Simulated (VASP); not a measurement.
## W: single point with PBE

The system is W.

```
W
1.0
     0.00000    2.83613    2.83613
     2.83613    0.00000    2.83613
     2.83613    2.83613    0.00000
W
2
Cartesian
  0.7090 0.7090 0.7090
  4.9632 4.9632 4.9632
```

This cell differs from its parent crystal: volume scaled by 0.92.

```
Program             : VASP 6.6.1
Task                : single point
Functional          : PBE
Potentials or basis : VASP PAW PBE potentials, release 64 (W_sv)
Cutoff              : 520 eV
k mesh              : 11 × 11 × 11
Occupations         : fermi-dirac, width 0.1 eV
Spin                : no spin polarisation
```

| Property | Result |
| --- | --- |
| Pressure | 12.6 GPa |
| Band gap on the k mesh | zero (band 14 reaches 6.64 eV, above the bottom of band 15 at 5.65 eV) |

Levels at points of the mesh, in eV from the Fermi level:
```csv
k point,band 11,band 12,band 13,band 14,band 15,band 16,band 17,band 18
"(0.00, 0.00, 0.00)",-2.16,-1.18,-1.18,-1.18,1.64,1.64,1.64,5.78
```

Run time: 20 s on 1 thread of Intel(R) Xeon(R) 6975P-C (Granite Rapids), with other jobs on the host, peak memory 0.19 GiB.

Caveat: spin-orbit coupling is left out, which moves the levels of the heavy elements.
